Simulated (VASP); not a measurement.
Set up this calculation in VASP 6.6.1, as the native input.

- Task: single point
- Functional: PBE
- Potentials or basis: VASP PAW PBE potentials, release 64 (Ni, Sb)
- Cutoff: 520 eV
- k mesh: 10 × 10 × 8
- Occupations: fermi-dirac, width 0.005 eV
- Spin: collinear spin, ferromagnetic start
- Starting moments: [0.8, 0.8, 0.0, 0.0] μB
- Dipole correction: no
- Further INCAR settings: ALGO = Normal; EDIFF = 1e-06; NBANDS = 27

The structure of NiSb lies in POSCAR:

```
NiSb
1.0
    3.9710518376      0.0000000000      0.0000000000
   -1.9855259188      3.4390317711      0.0000000000
    0.0000000000      0.0000000000      5.1680081343
Ni Sb
2 2
Direct
    0.0000000000      0.0000000000      0.0000000000
    0.0000000000      0.0000000000      0.5000000000
    0.3333333333      0.6666666667      0.2500000000
    0.6666666667      0.3333333333      0.7500000000
```

The input as run:

INCAR

```
  PREC = Accurate
  ENCUT = 520
  EDIFF = 1E-6
  ISMEAR = -1
  SIGMA = 0.005
  LREAL = F
  LASPH = T
  NELM = 150
  ALGO = Normal
  ISIF = 2
  LWAVE = F
  LCHARG = T
  ISPIN = 2
  MAGMOM = 0.8 0.8 0 0
  LORBIT = 11
  LMAXMIX = 4
  GGA = PE
  LELF = T
  LVHAR = T
  NBANDS = 27
```

KPOINTS

```
regular mesh
0
Gamma
  10 10 8
```

Potentials or basis: VASP PAW PBE potentials, release 64 (Ni, Sb).

Run with:

```sh
$ cat potpaw_PBE.64/Ni/POTCAR potpaw_PBE.64/Sb/POTCAR > POTCAR
$ mpirun -np 1 vasp_std > vasp.out
```

It gave:

```yaml
Pressure: -0.1 GPa
Band_gap_on_the_k_mesh: zero (filled and empty bands overlap)
Net_moment: 0.00 μB per cell
Valence_electrons_inside_the_program's_atomic_spheres: Ni 9.35; Sb 2.41
```

Caveat: spin-orbit coupling is left out, which moves the levels of the heavy elements.

Wall time 110 s on 1 thread of Intel(R) Xeon(R) 6975P-C (Granite Rapids), on a shared host, peak memory 0.35 GiB.
